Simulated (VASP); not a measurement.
A run of VASP 6.6.1 is set up as follows.

Contents of INCAR:

```
AGGAC = 1.0
AGGAX = 1.0
ALDAC = 0.0
ALDAX = 1.0
ALGO = Normal
EDIFF = 1E-6
EDIFFG = -0.02
ENCUT = 600
GGA = B5
IBRION = 2
ISIF = 3
ISMEAR = -1
ISPIN = 2
IVDW = 13
LASPH = T
LCHARG = F
LMAXMIX = 4
LORBIT = 11
LREAL = F
LWAVE = F
MAGMOM = 4 0
NELM = 150
NSW = 80
PREC = Accurate
SIGMA = 0.05
VDW_A1 = 0.44488865
VDW_A2 = 4.0933009
VDW_S6 = 1.0
VDW_S8 = 2.34076671
```

File KPOINTS:

```
k-points
0
Gamma
  10 10 10
```

POSCAR

```
MnO
1.0
    0.0000000000      2.2239077028      2.2239077028
    2.2239077028      0.0000000000      2.2239077028
    2.2239077028      2.2239077028      0.0000000000
Mn O
1 1
Direct
    0.0000000000      0.0000000000      0.0000000000
    0.5000000000      0.5000000000      0.5000000000
```

Potentials or basis: VASP PAW PBE potentials, release 64 (Mn_pv, O).

The run is started by

```sh
$ cat potpaw_PBE.64/Mn_pv/POTCAR potpaw_PBE.64/O/POTCAR > POTCAR
$ mpirun -np 1 vasp_std > vasp.out
```

Problem. Predict the net moment.

Solution. 4.57 μB per cell.

Problem. What does it give for the dispersion energy per atom?

Solution. -0.628 eV.

Problem. Estimate the relaxed volume.

Solution. 10.60 Å³/atom.

Problem. Estimate the site moments.

Solution. Mn +4.17; O +0.21 μB.

The path:
```tsv
step	energy change (eV)	largest force (eV/Å)	pressure (GPa)	volume (Å³)
1	0.0000	0.0000	-3.14	22.00
2	-0.0078	0.0000	-0.50	21.32
3	-0.0079	0.0000	0.14	21.20
```

Caveat: the PAW data sets were made with another functional, which shifts forces and pressure a little; a cell with one magnetic atom can't hold antiferromagnetic order, which such compounds often take.
